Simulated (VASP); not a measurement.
# Ti (Pm-3m) in VASP: notebook

The runs below take Ti through single point, relaxation of cell and atoms, with r2SCAN.

Program: VASP 6.6.1. These are calculated values, not measurements. Logs are shortened: lines on timing, memory, paths and dates and some standing lists are left out, and cuts for length are marked.

## 1. The cell of the first run

Symmetry: Pm-3m, No. 221, cubic system. The conventional cell has a = 2.622 Å, b = 2.622 Å, c = 2.622 Å, α = 90.00°, β = 90.00°, γ = 90.00°. Ti (site symmetry m-3m) has 6 Ti at 2.62 Å within 3.5 Å.

This isn't the form of Ti at room conditions, which is hcp.

## 2. Single point, r2SCAN

The input, POSCAR:

```
Ti
1.0
    2.6218260579      0.0000000000      0.0000000000
    0.0000000000      2.6218260579      0.0000000000
    0.0000000000      0.0000000000      2.6218260579
Ti
1
Direct
    0.0000000000      0.0000000000      0.0000000000
```

The input, INCAR.step1:

```
SYSTEM = Ti
PREC = Accurate ; ENCUT = 520
ISMEAR = 1 ; SIGMA = 0.05
LREAL = .False. ; LASPH = .True.
NELM = 60 ; NBANDS = 12
GGA = PE ; ALGO = Normal
EDIFF = 1E-4 ; LWAVE = .True.
LCHARG = .False.
```

The input, INCAR.step2:

```
SYSTEM = Ti
PREC = Accurate ; ENCUT = 520
EDIFF = 1E-7 ; ISMEAR = 1
SIGMA = 0.05 ; LREAL = .False.
LASPH = .True. ; NELM = 60
ALGO = Normal ; ISIF = 2
LWAVE = .False. ; LCHARG = .False.
METAGGA = R2SCAN ; LMIXTAU = .True.
NBANDS = 12 ; ISTART = 1
```

The input, KPOINTS:

```
Automatic mesh
0
Gamma
  6 6 6
  0 0 0
```

Potentials or basis: VASP PAW PBE potentials, release 64 (Ti_sv).

The run is started by

```bash
$ cat potpaw_PBE.64/Ti_sv/POTCAR > POTCAR
$ cp INCAR.step1 INCAR
$ mpirun -np 1 vasp_std > vasp.out
$ cp INCAR.step2 INCAR
$ mpirun -np 1 vasp_std > vasp.out
```

OUTCAR:

```text
SYSTEM = Ti
   PREC = Accurate
   ENCUT = 520
   EDIFF = 1E-7
   ISMEAR = 1
   LREAL = .False.
   LASPH = .True.
   NELM = 60
   ISIF = 2
   METAGGA = R2SCAN
   ISTART = 1

 ion  position               nearest neighbor table
   1  0.000  0.000  0.000-

  LATTYP: Found a simple cubic cell.
 ALAT       =     2.6218260579

  Lattice vectors:

 A1 = (   2.6218260579,   0.0000000000,   0.0000000000)
 A2 = (   0.0000000000,   2.6218260579,   0.0000000000)
 A3 = (   0.0000000000,   0.0000000000,   2.6218260579)

Analysis of symmetry for initial positions (statically):
=====================================================================
 Subroutine PRICEL returns:
 Original cell was already a primitive cell.

 Routine SETGRP: Setting up the symmetry group for a
 simple cubic supercell.

 Subroutine GETGRP returns: Found 48 space group operations
 (whereof 48 operations were pure point group operations)
 out of a pool of 48 trial point group operations.

The static configuration has the point symmetry O_h .

Analysis of symmetry for dynamics (positions and initial velocities):
=====================================================================
 Subroutine PRICEL returns:
 Original cell was already a primitive cell.

 Routine SETGRP: Setting up the symmetry group for a
 simple cubic supercell.

 Subroutine GETGRP returns: Found 48 space group operations
 (whereof 48 operations were pure point group operations)
 out of a pool of 48 trial point group operations.

The dynamic configuration has the point symmetry O_h .

 Subroutine INISYM returns: Found 48 space group operations
 (whereof 48 operations are pure point group operations),
 and found     1 'primitive' translations

----------------------------------------------------------------------------------------

                                     Primitive cell

  volume of cell :      18.0224

  direct lattice vectors                    reciprocal lattice vectors
     2.621826058  0.000000000  0.000000000     0.381413556  0.000000000  0.000000000
     0.000000000  2.621826058  0.000000000     0.000000000  0.381413556  0.000000000
     0.000000000  0.000000000  2.621826058     0.000000000  0.000000000  0.381413556

  length of vectors
     2.621826058  2.621826058  2.621826058     0.381413556  0.381413556  0.381413556

  position of ions in fractional coordinates (direct lattice)
     0.000000000  0.000000000  0.000000000

  ion indices of the primitive-cell ions
   primitive index   ion index
                 1           1

----------------------------------------------------------------------------------------

 KPOINTS: Automatic mesh

Automatic generation of k-mesh.
 Grid dimensions read from file:
 generate k-points for:    6    6    6

 Generating k-lattice:

  Cartesian coordinates                     Fractional coordinates (reciprocal lattice)
     0.063568926  0.000000000  0.000000000     0.166666667  0.000000000  0.000000000
     0.000000000  0.063568926  0.000000000     0.000000000  0.166666667  0.000000000
     0.000000000  0.000000000  0.063568926     0.000000000  0.000000000  0.166666667

  Length of vectors
     0.063568926  0.063568926  0.063568926

  Shift w.r.t. Gamma in fractional coordinates (k-lattice)
     0.000000000  0.000000000  0.000000000

 Subroutine IBZKPT returns following result:
 ===========================================

 Found     20 irreducible k-points:

 Following reciprocal coordinates:
            Coordinates               Weight
  0.000000  0.000000  0.000000      1.000000
  0.166667  0.000000  0.000000      6.000000
  0.333333  0.000000  0.000000      6.000000
  0.500000  0.000000  0.000000      3.000000
  0.166667  0.166667  0.000000     12.000000
  0.333333  0.166667  0.000000     24.000000
[... 12 lines left out ...]
  0.500000  0.500000  0.333333      6.000000
  0.500000  0.500000  0.500000      1.000000
   k-points           NKPTS =     20   k-points in BZ     NKDIM =     20   number of bands    NBANDS=     12
   number of dos      NEDOS =    301   number of ions     NIONS =      1
   total plane-waves  NPLWV =   8000
   dimension x,y,z NGX =    20 NGY =   20 NGZ =   20
   dimension x,y,z NGXF=    40 NGYF=   40 NGZF=   40
   ions per type =               1
   NGX,Y,Z   is equivalent  to a cutoff of  12.68, 12.68, 12.68 a.u.
   NGXF,Y,Z  is equivalent  to a cutoff of  25.36, 25.36, 25.36 a.u.
 SYSTEM =  Ti
   PREC   = accura    normal or accurate (medium, high low for compatibility)
   ISTART =      1    job   : 0-new  1-cont  2-samecut
   ICHARG =      0    charge: 1-file 2-atom 10-const
   ISPIN  =      1    spin polarized calculation?
   LNONCOLLINEAR =      F non collinear calculations
   LSORBIT =      F    spin-orbit coupling
   LASPH  =      T    aspherical Exc in radial PAW
   ENCUT  =  520.0 eV  38.22 Ry    6.18 a.u.   4.87  4.87  4.87*2*pi/ulx,y,z
   NELM   =     60;   NELMIN=  2; NELMDL=  0     # of ELM steps
   EDIFF  = 0.1E-06   stopping-criterion for ELM
   LREAL  =      F    real-space projection
   EDIFFG = 0.1E-05   stopping-criterion for IOM
   NSW    =      0    number of steps for IOM
   IBRION =     -1    ionic relax: 0-MD 1-quasi-New 2-CG
   NFREE  =      0    steps in history (QN), initial steepest desc. (CG)
   ISIF   =      2    stress and relaxation
   ISYM   =      2    0-nonsym 1-usesym 2-fastsym
   POTIM  = 0.5000    time-step for ionic-motion
   TEBEG  =    0.0;   TEEND  =   0.0 temperature during run
   PSTRESS=    0.0 pullay stress
   NELECT =      12.0000    total number of electrons
   NUPDOWN=      -1.0000    fix difference up-down
   EMIN   =  10.00;   EMAX   =-10.00  energy-range for DOS
   EFERMI =   0.00;   METHOD = LEGACY
   ISMEAR =     1;   SIGMA  =   0.05  broadening in eV -4-tet -1-fermi 0-gaus
   EFERMI_NEDOS =   21; number of points for ismear=-14 and -15
   IALGO  =     38    algorithm
   IMIX   =      4    mixing-type and parameters
     AMIX     =   0.40;   BMIX     =  1.00
     AMIX_MAG =   1.60;   BMIX_MAG =  1.00
  volume/ion in A,a.u.               =      18.02       121.62
  Fermi-wavevector in a.u.,A,eV,Ry     =   1.429546  2.701450 27.804878  2.043601
  Thomas-Fermi vector in A             =   2.549488
   LORBIT       =      0    0 simple, 1 ext, 2 COOP (PROOUT), +10 PAW based schemes
   METAGGA = R2SCAN    functional components
   LHFCALC =     F    Hartree Fock is set to
   AEXX    =    0.0000 exact exchange contribution
   IVDW    =     0    specifies the selected vdW correction
   LEPSILON=     F    determine dielectric tensor
   LRPA    =     F    only Hartree local field effects (RPA)
 non-spin polarized calculation
 Methfessel and Paxton  Order N= 1 SIGMA  =   0.05
  energy-cutoff  :      520.00
  volume of cell :       18.02
 maximum number of plane-waves:       500
 NGX is ok and might be reduce to    20
   NGX =  9   NGY =  9   NGZ =  9

 number of electron      11.9999993 magnetization

 Free energy of the ion-electron system (eV)
  ---------------------------------------------------
  ext. energy  EPLUGINS =         0.00000000
  ---------------------------------------------------
  free energy    TOTEN  =       -11.99305989 eV

  energy without entropy =      -11.99200939  energy(sigma->0) =      -11.99270972

 E-fermi :   7.8930     XC(G=0): -12.0892

 val. band max:        7.8798031009   @ k =   0.3333   0.1667   0.1667
 cond. band min:       7.9197790837   @ k =   0.3333   0.3333   0.3333
 fundamental gap:      0.0399759828
 Fermi energy:         7.8930214744

 k-point     1 :       0.0000    0.0000    0.0000
  band No.  band energies     occupation
      1     -51.0391      2.00000
      2     -25.7510      2.00000
      3     -25.7510      2.00000
      4     -25.7510      2.00000
      5       1.6880      2.00000
      6       6.3947      2.00000
      7       6.3947      2.00000
      8      12.1502      0.00000
      9      12.1502      0.00000
     10      12.1502      0.00000
     11      24.6060      0.00000
     12      24.6060      0.00000

 k-point     2 :       0.1667    0.0000    0.0000
  band No.  band energies     occupation
      1     -51.0042      2.00000
      2     -25.9990      2.00000
      3     -25.7300      2.00000
      4     -25.7300      2.00000
      5       2.4217      2.00000
      6       6.5759      2.00000
      7       6.9062      2.00000
      8      11.5809      0.00000
      9      11.5809      0.00000
     10      12.1937      0.00000
     11      20.7277      0.00000
     12      25.7638      0.00000

 k-point     3 :       0.3333    0.0000    0.0000
  band No.  band energies     occupation
      1     -50.9335      2.00000
      2     -26.4775      2.00000
      3     -25.6878      2.00000
      4     -25.6878      2.00000
      5       4.2608      2.00000
      6       6.9639      2.00000
      7       7.7062      2.00000
      8      10.6071      0.00000
      9      10.6071      0.00000
     10      12.2820      0.00000
     11      16.8094      0.00000
     12      26.2075      0.00000

 k-point     4 :       0.5000    0.0000    0.0000
  band No.  band energies     occupation
      1     -50.8978      2.00000
      2     -26.7087      2.00000
      3     -25.6665      2.00000
      4     -25.6665      2.00000
      5       5.8998      2.00000
      6       7.1729      2.00000
      7       7.3422      2.00000
      8      10.1787      0.00000
      9      10.1787      0.00000
     10      12.3266      0.00000
     11      15.5374      0.00000
     12      25.3203      0.00000

 k-point     5 :       0.1667    0.1667    0.0000
  band No.  band energies     occupation
      1     -50.9697      2.00000
      2     -25.9868      2.00000
      3     -25.9609      2.00000
      4     -25.7093      2.00000
      5       3.1080      2.00000
      6       6.8932      2.00000
      7       7.3109      2.00000
      8      10.9436      0.00000
      9      11.5545      0.00000
     10      11.7446      0.00000
     11      21.2014      0.00000
     12      21.8813      0.00000
[... 168 lines left out ...]
      1     -50.7335      2.00000
      2     -26.3084      2.00000
      3     -26.2771      2.00000
      4     -26.2771      2.00000
      5       6.1424      2.00000
      6       7.9198      0.22242
      7       7.9198      0.22238
      8      10.8456      0.00000
      9      10.8456      0.00000
     10      13.5734      0.00000
     11      20.1696      0.00000
     12      20.8700      0.00000

 k-point    18 :       0.5000    0.3333    0.3333
  band No.  band energies     occupation
      1     -50.7001      2.00000
      2     -26.4989      2.00000
      3     -26.2666      2.00000
      4     -26.2471      2.00000
      5       6.2212      2.00000
      6       7.3925      2.00000
      7       7.7831      2.00801
      8      10.9075      0.00000
      9      11.8683      0.00000
     10      16.3942      0.00000
     11      17.0102      0.00000
     12      20.0296      0.00000

 k-point    19 :       0.5000    0.5000    0.3333
  band No.  band energies     occupation
      1     -50.6673      2.00000
      2     -26.4650      2.00000
      3     -26.4650      2.00000
      4     -26.2272      2.00000
      5       6.1363      2.00000
      6       7.2880      2.00000
      7       7.2880      2.00000
      8      11.4000      0.00000
      9      13.2026      0.00000
     10      17.9931      0.00000
     11      18.2150      0.00000
     12      18.2150      0.00000

 k-point    20 :       0.5000    0.5000    0.5000
  band No.  band energies     occupation
      1     -50.6348      2.00000
      2     -26.4323      2.00000
      3     -26.4323      2.00000
      4     -26.4323      2.00000
      5       6.6547      2.00000
      6       6.6547      2.00000
      7       6.6547      2.00000
      8      13.2294      0.00000
      9      13.2294      0.00000
     10      17.0615      0.00000
     11      20.0904      0.00000
     12      20.0904      0.00000

------------------------ aborting loop because EDIFF is reached ----------------------------------------

  FORCE on cell =-STRESS in cart. coord.  units (eV):
  Direction    XX          YY          ZZ          XY          YZ          ZX
  --------------------------------------------------------------------------------------
  -------------------------------------------------------------------------------------
  Total        0.0575672      0.0575672      0.0575672     -0.0000000     -0.0000000      0.0000000
  in kB        5.1176870      5.1176870      5.1176870     -0.0000000     -0.0000000      0.0000000
  external PRESSURE =       5.1176870 kB  Pullay stress =       0.0000000 kB

 VOLUME and BASIS-vectors are now :
 -----------------------------------------------------------------------------
  energy-cutoff  :      520.00
  volume of cell :       18.02
      direct lattice vectors                 reciprocal lattice vectors
     2.621826058  0.000000000  0.000000000     0.381413556  0.000000000  0.000000000
     0.000000000  2.621826058  0.000000000     0.000000000  0.381413556  0.000000000
     0.000000000  0.000000000  2.621826058     0.000000000  0.000000000  0.381413556

 POSITION                                       TOTAL-FORCE (eV/Angst)
 -----------------------------------------------------------------------------------
      0.00000      0.00000      0.00000         0.000000      0.000000      0.000000
 -----------------------------------------------------------------------------------
    total drift:                                0.000000      0.000000      0.000000

  FREE ENERGIE OF THE ION-ELECTRON SYSTEM (eV)
  ---------------------------------------------------
  free  energy   TOTEN  =       -11.9930598879 eV

  energy  without entropy=      -11.9920093922  energy(sigma->0) =      -11.99270972
```

Run time: 16 s. Hardware: 1 thread of Intel Xeon Platinum 8559C (Emerald Rapids), shared host; peak memory 0.12 GiB.

What came out:

```yaml
Free_energy: -11.9931 eV
Pressure: 0.5 GPa
Band_gap_on_the_k_mesh: zero (bands 6 and 7 overlap by 2.39 eV)
```

Levels at points of the mesh, in eV from the Fermi level:
```
           k point  band 4  band 5  band 6  band 7  band 8  band 9
(0.00, 0.00, 0.00)  -33.64   -6.21   -1.50   -1.50    4.26    4.26
(0.50, 0.00, 0.00)  -33.56   -1.99   -0.72   -0.55    2.29    2.29
(0.50, 0.50, 0.00)  -33.48   -2.96   -0.18    2.73    2.73    5.23
(0.50, 0.50, 0.50)  -34.33   -1.24   -1.24   -1.24    5.34    5.34
```

Caveat: the k points lie up to 0.40 Å⁻¹ apart, too coarse for converged energies and pressures of a metal; the PAW data sets were made with another functional, which shifts forces and pressure a little.

[end of part 1 of 2]
